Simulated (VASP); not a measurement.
Runs of VASP 6.6.1 on C. The structure is hexagonal, space group P6_3/mmc (No. 194). The conventional cell has a = 2.456 Å, b = 2.456 Å, c = 6.696 Å, α = 90.00°, β = 90.00°, γ = 120.00°. C (site symmetry -6m2) has 3 C at 1.42 Å within 1.9 Å. Within 1.9 Å of C (site symmetry -6m2) lie 3 C at 1.42 Å. 

```csv
k mesh,gap on the mesh (eV),pressure (GPa)
15 × 15 × 6,none,3.3
9 × 9 × 4,none,3.4
6 × 6 × 2,none,(a)
33 × 33 × 10,none,3.3
21 × 21 × 6,none,3.3
27 × 27 × 8,none,3.3
15 × 15 × 4,none,3.3
```

Alike in all rows: task single point; level PBE+D3(BJ); potentials or basis VASP PAW PBE potentials, release 64 (C); no spin polarisation; cell as given; cutoff (eV) 600; smearing gaussian 0.1 eV.

Question: Estimate the missing entries.

Answer: (a) 3.6.

Caveats: some runs use coarse meshes.

A gap of «none» marks levels without a gap at the run's occupations.
